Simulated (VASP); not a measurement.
# WSe2 in VASP: notebook, part 2 of 2

VASP 6.6.1.

**5. Single point, PBE+D3(BJ)**

This run uses another cell than the first one: it holds 9 atoms, not 3.

Contents of INCAR:

```
SYSTEM = WSe2
PREC = Accurate ; ENCUT = 520
EDIFF = 1E-6 ; ISMEAR = 0
SIGMA = 0.05 ; LREAL = .False.
LASPH = .True. ; NELM = 80
ALGO = Normal ; ISIF = 2
LWAVE = .False. ; LCHARG = .False.
LDIPOL = .True. ; IDIPOL = 3
DIPOL = 0.5 0.5 0.500 ; GGA = PE
IVDW = 12 ; NBANDS = 49
```

Contents of KPOINTS:

```
Automatic mesh
0
Gamma
  9 9 1
  0 0 0
```

Contents of POSCAR:

```
WSe2
1.0
    3.2790157688      0.0000000000      0.0000000000
   -1.6395078844      2.8397109552      0.0000000000
    0.0000000000      0.0000000000     31.1572934253
Se W
6 3
Direct
    0.6666666667      0.3333333333      0.2407141050
    0.6666666667      0.3333333333      0.3488360619
    0.3333333333      0.6666666667      0.4459390215
    0.3333333333      0.6666666667      0.5540609785
    0.6666666667      0.3333333333      0.6511639381
    0.6666666667      0.3333333333      0.7592858950
    0.3333333333      0.6666666667      0.2947750834
    0.6666666667      0.3333333333      0.5000000000
    0.3333333333      0.6666666667      0.7052249166
```

Potentials or basis: VASP PAW PBE potentials, release 64 (Se, W_sv).

Run with:

```bash
> cat potpaw_PBE.64/Se/POTCAR potpaw_PBE.64/W_sv/POTCAR > POTCAR
> mpirun -np 1 vasp_std > vasp.out
```

OUTCAR:

```text
SYSTEM = WSe2
   PREC = Accurate
   ENCUT = 520
   EDIFF = 1E-6
   ISMEAR = 0
   LREAL = .False.
   LASPH = .True.
   NELM = 80
   ISIF = 2
   GGA = PE
   IVDW = 12
 IVDW          = 12

 ion  position               nearest neighbor table
   1  0.667  0.333  0.241-   7 2.53   7 2.53   7 2.53
   2  0.667  0.333  0.349-   7 2.53   7 2.53   7 2.53
   3  0.333  0.667  0.446-   8 2.53   8 2.53   8 2.53
   4  0.333  0.667  0.554-   8 2.53   8 2.53   8 2.53
   5  0.667  0.333  0.651-   9 2.53   9 2.53   9 2.53
   6  0.667  0.333  0.759-   9 2.53   9 2.53   9 2.53
   7  0.333  0.667  0.295-   1 2.53   1 2.53   1 2.53   2 2.53   2 2.53   2 2.53
   8  0.667  0.333  0.500-   3 2.53   4 2.53   3 2.53   4 2.53   3 2.53   4 2.53
   9  0.333  0.667  0.705-   6 2.53   6 2.53   6 2.53   5 2.53   5 2.53   5 2.53

  LATTYP: Found a hexagonal cell.
 ALAT       =     3.2790157688
 C/A-ratio  =     9.5020261024

  Lattice vectors:

 A1 = (   3.2790157688,   0.0000000000,   0.0000000000)
 A2 = (  -1.6395078844,   2.8397109552,   0.0000000000)
 A3 = (   0.0000000000,   0.0000000000,  31.1572934253)

Analysis of symmetry for initial positions (statically):
=====================================================================
 Subroutine PRICEL returns:
 Original cell was already a primitive cell.

 Routine SETGRP: Setting up the symmetry group for a
 hexagonal supercell.

 Subroutine GETGRP returns: Found 12 space group operations
 (whereof 12 operations were pure point group operations)
 out of a pool of 24 trial point group operations.

The static configuration has the point symmetry D_3h.

Analysis of symmetry for dynamics (positions and initial velocities):
=====================================================================
 Subroutine PRICEL returns:
 Original cell was already a primitive cell.
[... 136 lines left out ...]
   AEXX    =    0.0000 exact exchange contribution
   IVDW    =    12    specifies the selected vdW correction
   LEPSILON=     F    determine dielectric tensor
   LRPA    =     F    only Hartree local field effects (RPA)
 non-spin polarized calculation
 Gauss-broadening in eV      SIGMA  =   0.05
  energy-cutoff  :      520.00
  volume of cell :      290.12
 maximum number of plane-waves:      7890
   NGX = 13   NGY = 13   NGZ =115

 number of electron      77.9999987 magnetization

 dipolmoment           0.000000      0.000000      0.000000 electrons x Angstroem

 Free energy of the ion-electron system (eV)
  ---------------------------------------------------
  ext. energy  EPLUGINS =         0.00000000
  ---------------------------------------------------
  free energy    TOTEN  =       -64.68601132 eV

  energy without entropy =      -64.68601132  energy(sigma->0) =      -64.68601132

 E-fermi :   2.5239     XC(G=0):  -7.0630

 val. band max:        2.1142010105   @ k =   0.0000   0.0000   0.0000
 cond. band min:       3.3021349967   @ k =   0.2222   0.1111   0.0000
 fundamental gap:      1.1879339862
 Fermi energy:         2.5239246746

 k-point     1 :       0.0000    0.0000    0.0000
  band No.  band energies     occupation
      1     -72.1541      2.00000
      2     -72.1508      2.00000
      3     -72.1508      2.00000
      4     -36.4049      2.00000
      5     -36.4017      2.00000
      6     -36.4017      2.00000
[... 613 lines left out ...]
     48       5.3924      0.00000
     49       6.6375      0.00000

------------------------ aborting loop because EDIFF is reached ----------------------------------------

 vacuum level on the upper side and lower side of the slab       (xc-potential included)        -0.122        -0.122

 Edisp (eV)   -3.85499

 E8    (eV) :    -1.7538

  FORCE on cell =-STRESS in cart. coord.  units (eV):
  Direction    XX          YY          ZZ          XY          YZ          ZX
  --------------------------------------------------------------------------------------
  -------------------------------------------------------------------------------------
  Total       0.55269     0.55269     0.64407     0.00000     0.00000     0.00000
  in kB       3.05219     3.05219     3.55687     0.00000     0.00000     0.00000
  external pressure =        3.22 kB  Pullay stress =        0.00 kB

 VOLUME and BASIS-vectors are now :
 -----------------------------------------------------------------------------
  energy-cutoff  :      520.00
  volume of cell :      290.12
      direct lattice vectors                 reciprocal lattice vectors
     3.279015769  0.000000000  0.000000000     0.304969561  0.176074258  0.000000000
    -1.639507884  2.839710955  0.000000000     0.000000000  0.352148516  0.000000000
     0.000000000  0.000000000 31.157293425     0.000000000  0.000000000  0.032095214

 POSITION                                       TOTAL-FORCE (eV/Angst)
 -----------------------------------------------------------------------------------
      1.63951      0.94657      7.50000        -0.000000     -0.000000     -0.078791
      1.63951      0.94657     10.86879        -0.000000      0.000000      0.065691
     -0.00000      1.89314     13.89425         0.000000      0.000000     -0.045966
     -0.00000      1.89314     17.26304         0.000000      0.000000      0.045966
      1.63951      0.94657     20.28851         0.000000     -0.000000     -0.065691
      1.63951      0.94657     23.65729        -0.000000     -0.000000      0.078791
     -0.00000      1.89314      9.18439        -0.000000     -0.000000      0.008366
      1.63951      0.94657     15.57865         0.000000     -0.000000      0.000000
     -0.00000      1.89314     21.97290        -0.000000     -0.000000     -0.008366
 -----------------------------------------------------------------------------------
    total drift:                                0.000000     -0.000000     -0.000000

  FREE ENERGIE OF THE ION-ELECTRON SYSTEM (eV)
  ---------------------------------------------------
  free  energy   TOTEN  =       -68.5410062036 eV

  energy  without entropy=      -68.5410062036  energy(sigma->0) =      -68.54100620

 vacuum level on the upper side and lower side of the slab         6.858         6.858
```

It took 5.9 min on 1 thread of Intel Xeon Platinum 8259CL at 2.50GHz (Skylake/Cascade Lake), shared host; peak memory 0.43 GiB.

What came out:

```
Free energy                : -68.5410 eV
Largest force              : 0.079 eV/Å
Band gap on the k mesh     : 1.19 eV, indirect (least direct gap 1.60 eV)
Dispersion energy per atom : -0.428 eV
```

Forces in eV/Å, atoms in the order of the input:
```
Se   0.000  0.000 -0.079
Se   0.000  0.000  0.066
Se   0.000  0.000 -0.046
Se   0.000  0.000  0.046
Se   0.000  0.000 -0.066
Se   0.000  0.000  0.079
W    0.000  0.000  0.008
W    0.000  0.000  0.000
W    0.000  0.000 -0.008
```

Caveat: spin-orbit coupling is left out, which moves the levels of the heavy elements.

**6. Single point, PBE+D3(BJ)**

This run uses another cell than the first one: it holds 9 atoms, not 3.

Contents of INCAR:

```
PREC = Accurate
ENCUT = 520
EDIFF = 1E-6
ISMEAR = 0
SIGMA = 0.05
LREAL = False
LASPH = True
NELM = 80
ALGO = Normal
ISIF = 2
LWAVE = False
LCHARG = True
LDIPOL = True
IDIPOL = 3
DIPOL = 0.5 0.5 0.500
GGA = PE
IVDW = 12
LELF = True
LVHAR = True
LVACPOTAV = True
NBANDS = 49
```

Contents of KPOINTS:

```
Automatic mesh
0
Gamma
  9 9 1
```

Contents of POSCAR:

```
WSe2
1.0
    3.2790157688      0.0000000000      0.0000000000
   -1.6395078844      2.8397109552      0.0000000000
    0.0000000000      0.0000000000     31.1572934253
Se W
6 3
Direct
    0.6666666667      0.3333333333      0.2404371294
    0.6666666667      0.3333333333      0.3486553613
    0.3333333333      0.6666666667      0.4459372643
    0.3333333333      0.6666666667      0.5540628390
    0.6666666667      0.3333333333      0.6513445867
    0.6666666667      0.3333333333      0.7595628191
    0.3333333333      0.6666666667      0.2945570567
    0.6666666667      0.3333333333      0.5000000514
    0.3333333333      0.6666666667      0.7054428921
```

Potentials or basis: VASP PAW PBE potentials, release 64 (Se, W_sv).

Run with:

```bash
> cat potpaw_PBE.64/Se/POTCAR potpaw_PBE.64/W_sv/POTCAR > POTCAR
> mpirun -np 1 vasp_std > vasp.out
```

Run time: 6.1 min. Hardware: 1 thread of Intel Xeon Platinum 8259CL at 2.50GHz (Skylake/Cascade Lake), shared host; peak memory 0.41 GiB.

The run converged. Its results:

| Quantity | Value |
| --- | --- |
| Free energy | -68.5414 eV |
| Largest force | 0.048 eV/Å |
| Band gap on the k mesh | 1.19 eV, indirect (least direct gap 1.60 eV) |
| Dispersion energy per atom | -0.428 eV |

Forces on the atoms (eV/Å):
```
Se   0.000  0.000 -0.048
Se   0.000  0.000  0.047
Se   0.000  0.000 -0.048
Se   0.000  0.000  0.048
Se   0.000  0.000 -0.047
Se   0.000  0.000  0.048
W    0.000  0.000 -0.001
W    0.000  0.000  0.000
W    0.000  0.000  0.001
```

Levels at points of the mesh, in eV from the valence-band top:
```csv
k point,band 36,band 37,band 38,band 39,band 40,band 41,band 42,band 43
"(0.00, 0.00, 0.00)",-1.38,-0.92,-0.28,0.00,2.71,2.71,2.73,2.73
```

Caveat: spin-orbit coupling is left out, which moves the levels of the heavy elements.

**7. The runs side by side**

| cell | k mesh | smearing | gap on the mesh (eV) | largest force (eV/Å) |
| --- | --- | --- | --- | --- |
| a = 3.285, b = 3.285, c = 32.738 Å, angles 90.0, 90.0, 120.0°, 3 atoms | 9 × 9 × 1 | gaussian 0.02 eV | 1.67 | 0.05 |
| a = 3.279, b = 3.279, c = 58.315 Å, angles 90.0, 90.0, 120.0°, 9 atoms | 6 × 6 × 1 | gaussian 0.1 eV | 1.09 | 0.08 |
| a = 3.279, b = 3.279, c = 31.157 Å, angles 90.0, 90.0, 120.0°, 9 atoms | 9 × 9 × 1 | gaussian 0.05 eV | 1.19 | 0.05 |

Some of these runs hold the atoms at other places in the same cell, which the table doesn't show; runs alike in all that it shows share one row.

Alike in all rows: task single point; level PBE+D3(BJ); potentials or basis VASP PAW PBE potentials, release 64 (Se, W_sv); no spin polarisation; cutoff (eV) 520.

Caveats: spin-orbit coupling is left out, which moves the levels of the heavy elements.

Absolute energies hang on the potentials; compare differences alone.
